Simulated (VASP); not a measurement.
# TiAl (P1) in VASP: single point with PBE

Aim: the single point of TiAl with PBE.

All numbers are computed with VASP 6.6.1; they aren't measurements. Logs are shortened: lines on timing, memory, paths and dates and some standing lists are left out, and cuts for length are marked.

### 1 The cell of the first run

The typed cell holds 2 atoms: a = 3.277 Å, b = 3.190 Å, c = 3.174 Å, α = 89.27°, β = 90.16°, γ = 92.11°.

### 2 Single point, PBE (atoms moved at random and the cell strained at random)

INCAR reads:

```
SYSTEM = TiAl
  PREC = Accurate
  ENCUT = 520
  EDIFF = 1E-6
  ISMEAR = 0
  SIGMA = 0.1
  LREAL = .False.
  LASPH = .True.
  NELM = 60
  ALGO = Fast
  ISIF = 2
  LWAVE = .False.
  LCHARG = .False.
  GGA = PE
  NBANDS = 14
```

KPOINTS reads:

```
regular mesh
0
Gamma
  12 12 12
  0 0 0
```

POSCAR reads:

```
TiAl
1.0
    3.2769473806     -0.0594802874     -0.0043553177
   -0.0594802874      3.1890780516      0.0201552658
   -0.0043553177      0.0201552658      3.1741046602
Ti Al
1 1
Direct
    0.0063351980      0.0238718063     -0.0194774311
    0.4936648020      0.4761281937      0.5194774311
```

Potentials or basis: VASP PAW PBE potentials, release 64 (Ti_sv, Al).

On the command line:

```sh
$ cat potpaw_PBE.64/Ti_sv/POTCAR potpaw_PBE.64/Al/POTCAR > POTCAR
$ mpirun -np 1 vasp_std > vasp.out
```

OUTCAR:

```text
SYSTEM = TiAl
   PREC = Accurate
   ENCUT = 520
   EDIFF = 1E-6
   ISMEAR = 0
   LREAL = .False.
   LASPH = .True.
   NELM = 60
   ISIF = 2
   GGA = PE

 ion  position               nearest neighbor table
   1  0.006  0.024  0.981-   2 2.56   2 2.68   2 2.73   2 2.80   2 2.83   2 2.84   2 2.92   2 2.94

   2  0.494  0.476  0.519-   1 2.56   1 2.68   1 2.73   1 2.80   1 2.83   1 2.84   1 2.92   1 2.94

  LATTYP: Found a triclinic cell.
 ALAT       =     3.1896963740
 B/A-ratio  =     1.0275241474
 C/A-ratio  =     0.9951328488
 COS(alpha) =     0.0028159504
 COS(beta)  =     0.0126928608
 COS(gamma) =     0.0367975458

  Lattice vectors:

 A1 = (  -0.0594802874,   3.1890780516,   0.0201552658)
 A2 = (  -3.2769473806,   0.0594802874,   0.0043553177)
 A3 = (  -0.0043553177,   0.0201552658,   3.1741046602)

Analysis of symmetry for initial positions (statically):
=====================================================================
 Subroutine PRICEL returns:
 Original cell was already a primitive cell.

 Routine SETGRP: Setting up the symmetry group for a
 triclinic supercell.

 Subroutine GETGRP returns: Found  1 space group operations
 (whereof  1 operations were pure point group operations)
 out of a pool of  2 trial point group operations.

The static configuration has the point symmetry C_1 .

Analysis of symmetry for dynamics (positions and initial velocities):
=====================================================================
 Subroutine PRICEL returns:
 Original cell was already a primitive cell.

 Routine SETGRP: Setting up the symmetry group for a
 triclinic supercell.

 Subroutine GETGRP returns: Found  1 space group operations
 (whereof  1 operations were pure point group operations)
 out of a pool of  2 trial point group operations.

The dynamic configuration has the point symmetry C_1 .

 Subroutine INISYM returns: Found  1 space group operations
 (whereof  1 operations are pure point group operations),
 and found     1 'primitive' translations

----------------------------------------------------------------------------------------

                                     Primitive cell

  volume of cell :      33.1582

  direct lattice vectors                    reciprocal lattice vectors
     3.276947381 -0.059480287 -0.004355318     0.305265866  0.005691171  0.000382729
    -0.059480287  3.189078052  0.020155266     0.005691171  0.313688936 -0.001984086
    -0.004355318  0.020155266  3.174104660     0.000382729 -0.001984086  0.315062597

  length of vectors
     3.277490047  3.189696374  3.174171640     0.305319152  0.313746832  0.315069077
[... 88 lines left out ...]
   ISYM   =      2    0-nonsym 1-usesym 2-fastsym
   POTIM  = 0.5000    time-step for ionic-motion
   TEBEG  =    0.0;   TEEND  =   0.0 temperature during run
   PSTRESS=    0.0 pullay stress
   NELECT =      15.0000    total number of electrons
   NUPDOWN=      -1.0000    fix difference up-down
   EMIN   =  10.00;   EMAX   =-10.00  energy-range for DOS
   EFERMI =   0.00;   METHOD = LEGACY
   ISMEAR =     0;   SIGMA  =   0.10  broadening in eV -4-tet -1-fermi 0-gaus
   EFERMI_NEDOS =   21; number of points for ismear=-14 and -15
   IALGO  =     68    algorithm
   IMIX   =      4    mixing-type and parameters
     AMIX     =   0.40;   BMIX     =  1.00
     AMIX_MAG =   1.60;   BMIX_MAG =  1.00
  volume/ion in A,a.u.               =      16.58       111.88
  Fermi-wavevector in a.u.,A,eV,Ry     =   1.256729  2.374874 21.488607  1.579368
  Thomas-Fermi vector in A             =   2.390423
   LORBIT       =      0    0 simple, 1 ext, 2 COOP (PROOUT), +10 PAW based schemes
   GGA     = PE    functional components
   LHFCALC =     F    Hartree Fock is set to
   AEXX    =    0.0000 exact exchange contribution
   IVDW    =     0    specifies the selected vdW correction
   LEPSILON=     F    determine dielectric tensor
   LRPA    =     F    only Hartree local field effects (RPA)
 non-spin polarized calculation
 RMM-DIIS sequential band-by-band and
 Gauss-broadening in eV      SIGMA  =   0.10
  energy-cutoff  :      520.00
  volume of cell :       33.16
 maximum number of plane-waves:       912
   NGX = 13   NGY = 11   NGZ = 11

 number of electron      14.9999993 magnetization

 Free energy of the ion-electron system (eV)
  ---------------------------------------------------
  ext. energy  EPLUGINS =         0.00000000
  ---------------------------------------------------
  free energy    TOTEN  =       -11.97717181 eV

  energy without entropy =      -11.96318846  energy(sigma->0) =      -11.97018013

 E-fermi :   8.3992     XC(G=0): -10.9421

 val. band max:        8.3990225875   @ k =   0.1667  -0.3333   0.1667
 cond. band min:       8.4000561868   @ k =   0.1667   0.3333   0.3333
 fundamental gap:      0.0010335993
 Fermi energy:         8.3991539918

 k-point     1 :       0.0000    0.0000    0.0000
  band No.  band energies     occupation
      1     -48.5200      2.00000
      2     -24.7590      2.00000
      3     -24.7180      2.00000
      4     -24.7013      2.00000
      5      -0.6826      2.00000
      6       7.0026      2.00000
      7       7.0715      2.00000
      8       9.9951      0.00000
      9      10.1237      0.00000
     10      10.2877      0.00000
     11      12.2570      0.00000
     12      13.0097      0.00000
     13      13.1091      0.00000
     14      17.0684      0.00000
[... 377 lines left out ...]
      1     -48.5090      2.00000
      2     -24.8467      2.00000
      3     -24.7472      2.00000
      4     -24.6956      2.00000
      5       1.3221      2.00000
      6       5.2353      2.00000
      7       7.3640      2.00000
      8       8.5520      0.03067
      9       9.0278      0.00000
     10      10.0080      0.00000
     11      11.0699      0.00000
     12      13.3502      0.00000
     13      16.1025      0.00000
     14      16.5485      0.00000

 [... further k-points ...]
[... 5 lines left out ...]
  --------------------------------------------------------------------------------------
  -------------------------------------------------------------------------------------
  Total        0.1805566     -0.4257583     -0.3298104      0.6421977     -0.4199253     -0.1340029
  in kB        8.7243541    -20.5723054    -15.9361811     31.0304860    -20.2904598     -6.4749138
  external PRESSURE =      -9.2613775 kB  Pullay stress =       0.0000000 kB

 VOLUME and BASIS-vectors are now :
 -----------------------------------------------------------------------------
  energy-cutoff  :      520.00
  volume of cell :       33.16
      direct lattice vectors                 reciprocal lattice vectors
     3.276947381 -0.059480287 -0.004355318     0.305265866  0.005691171  0.000382729
    -0.059480287  3.189078052  0.020155266     0.005691171  0.313688936 -0.001984086
    -0.004355318  0.020155266  3.174104660     0.000382729 -0.001984086  0.315062597

 POSITION                                       TOTAL-FORCE (eV/Angst)
 -----------------------------------------------------------------------------------
      0.01507      0.09551      3.11273        -0.365586     -0.948003      0.777878
      1.58713      1.49952      1.65632         0.365586      0.948003     -0.777878
 -----------------------------------------------------------------------------------
    total drift:                               -0.000110      0.000362     -0.000009

  FREE ENERGIE OF THE ION-ELECTRON SYSTEM (eV)
  ---------------------------------------------------
  free  energy   TOTEN  =       -11.9771718086 eV

  energy  without entropy=      -11.9631884610  energy(sigma->0) =      -11.97018013
```

OSZICAR:

```text
N       E                     dE             d eps       ncg     rms          rms(c)
DAV:   1     0.974656981430E+02    0.97466E+02   -0.67846E+03 24322   0.110E+03
DAV:   2    -0.754358005583E+01   -0.10501E+03   -0.10097E+03 24904   0.304E+02
DAV:   3    -0.134830187125E+02   -0.59394E+01   -0.57640E+01 38712   0.659E+01
[... 17 lines left out ...]
RMM:  21    -0.119771671599E+02   -0.24522E-05   -0.24591E-05 31074   0.196E-02    0.645E-04
RMM:  22    -0.119771690772E+02   -0.19172E-05   -0.19682E-05 29380   0.151E-02    0.104E-03
RMM:  23    -0.119771702579E+02   -0.11807E-05   -0.11683E-05 26131   0.125E-02    0.454E-04
RMM:  24    -0.119771712344E+02   -0.97655E-06   -0.10264E-05 25153   0.110E-02    0.185E-04
RMM:  25    -0.119771718086E+02   -0.57419E-06   -0.59919E-06 24734   0.998E-03
   1 F= -.11977172E+02 E0= -.11970180E+02  d E =-.139833E-01
```

Run time: 4.6 min. Hardware: 1 thread of Intel Xeon 6975P-C, shared host; peak memory 0.49 GiB.

What came out:

```
Free energy   : -11.9772 eV
Pressure      : -0.9 GPa
Largest force : 1.280 eV/Å
```

Forces on the atoms (eV/Å):
```
Ti  -0.366 -0.948  0.778
Al   0.366  0.948 -0.778
```

Levels at points of the mesh, in eV from the Fermi level:
| k point | band 4 | band 5 | band 6 | band 7 | band 8 | band 9 | band 10 | band 11 | band 12 | band 13 |
| --- | --- | --- | --- | --- | --- | --- | --- | --- | --- | --- |
| (0.00, 0.00, 0.00) | -33.10 | -9.08 | -1.40 | -1.33 | 1.60 | 1.72 | 1.89 | 3.86 | 4.61 | 4.71 |
| (0.50, 0.00, 0.00) | -33.09 | -6.12 | -5.08 | -0.58 | 0.21 | 0.33 | 2.01 | 2.67 | 6.48 | 8.99 |
| (0.00, 0.50, 0.00) | -33.09 | -5.89 | -5.01 | -0.54 | -0.02 | 0.34 | 1.91 | 2.97 | 6.50 | 8.54 |
| (0.50, 0.50, 0.00) | -33.08 | -4.97 | -2.33 | -1.96 | -1.33 | 0.79 | 0.85 | 2.57 | 4.32 | 4.62 |
| (0.00, 0.00, 0.50) | -33.09 | -5.84 | -5.01 | -0.50 | -0.10 | 0.35 | 1.89 | 3.02 | 6.52 | 8.61 |
| (0.50, 0.00, 0.50) | -33.09 | -4.94 | -2.18 | -2.03 | -1.35 | 0.78 | 0.82 | 2.59 | 4.46 | 4.52 |
| (0.00, 0.50, 0.50) | -33.12 | -4.74 | -2.04 | -1.99 | -1.23 | 0.52 | 0.60 | 2.72 | 4.57 | 4.74 |
| (0.50, 0.50, 0.50) | -33.23 | -3.02 | -2.96 | -2.88 | 0.48 | 2.57 | 2.63 | 2.77 | 2.94 | 3.11 |

Caveat: the cell differs from its parent crystal (atoms moved at random and the cell strained at random); forces of over 1 eV/Å act on the atoms, so gaps and moduli don't describe the material at rest.
